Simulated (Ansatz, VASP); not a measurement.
## One calculation of In, two programs

The input INCAR:

```
  ALGO = Fast
  EDIFF = 1E-7
  ENCUT = 520
  GGA = PE
  ISIF = 2
  ISMEAR = -1
  LASPH = True
  LCHARG = False
  LREAL = False
  LWAVE = False
  NBANDS = 26
  NELM = 80
  PREC = Accurate
  SIGMA = 0.05
```

The input KPOINTS:

```
k-points
0
Gamma
  9 9 9
```

The input POSCAR:

```
In
1.0
    1.7023831070      0.9828713451      8.3684347693
   -1.7023831070      0.9828713451      8.3684347693
    0.0000000000     -1.9657426901      8.3684347693
In
3
Direct
    0.2219877600      0.2219877600      0.2219877600
    0.7780122400      0.7780122400      0.7780122400
    0.0000000000      0.0000000000      0.0000000000
```

File input.yaml:

```yaml
crystal:
  lattice:
    - [1.702383107, 0.9828713451, 8.3684347693]
    - [-1.702383107, 0.9828713451, 8.3684347693]
    - [0.0, -1.9657426901, 8.3684347693]
  atoms:
    - { symbol: In, position: [0.22198776, 0.22198776, 0.22198776] }
    - { symbol: In, position: [0.77801224, 0.77801224, 0.77801224] }
    - { symbol: In, position: [0.0, 0.0, 0.0] }
hamiltonian:
  xc: pbe
  pseudopotentials: { kind: paw }
kpoints:
  mp_grid: { grid: [9, 9, 9] }
scf:
  occupations: { method: fermi_dirac, width: 0.05 }
output:
  forces: true
  stress: true
  eigenvalues: true
  write_density: true
  write_potential: true
  elf: true
  volumetric_format: npy
```

Alike in both runs: task single point; functional PBE; k mesh 9 × 9 × 9; occupations fermi-dirac, width 0.05 eV; no spin polarisation.

|  | VASP | Ansatz |
| --- | --- | --- |
| version | VASP 6.6.1 | Ansatz 0.2.0 |
| potentials or method | VASP PAW PBE potentials, release 64 (In_d) | Ansatz PAW |
| plane-wave cutoff (eV) | 520 | 420 |
| valence electrons in the cell | 39 | 39 |

VASP gave:

```
gap on the k mesh at the Fermi level (eV)                     : none
pressure (GPa)                                                : -0.4
traceless stress, the component that is largest in VASP (GPa) : -0.32
rms of the force components (eV/Å)                            : 0.017
```

Task: Estimate Ansatz's values.

Result: gap on the k mesh at the Fermi level (eV): none; pressure (GPa): -0.4; traceless stress, the component that is largest in VASP (GPa): -0.33; rms of the force components (eV/Å): 0.017.

Atom by atom the forces differ by 0.000 eV/Å (rms over components). A gap of «none» marks a metal or a gap that the smearing closes. The functional is the same, so the differences come from potentials, cutoffs and numerics.
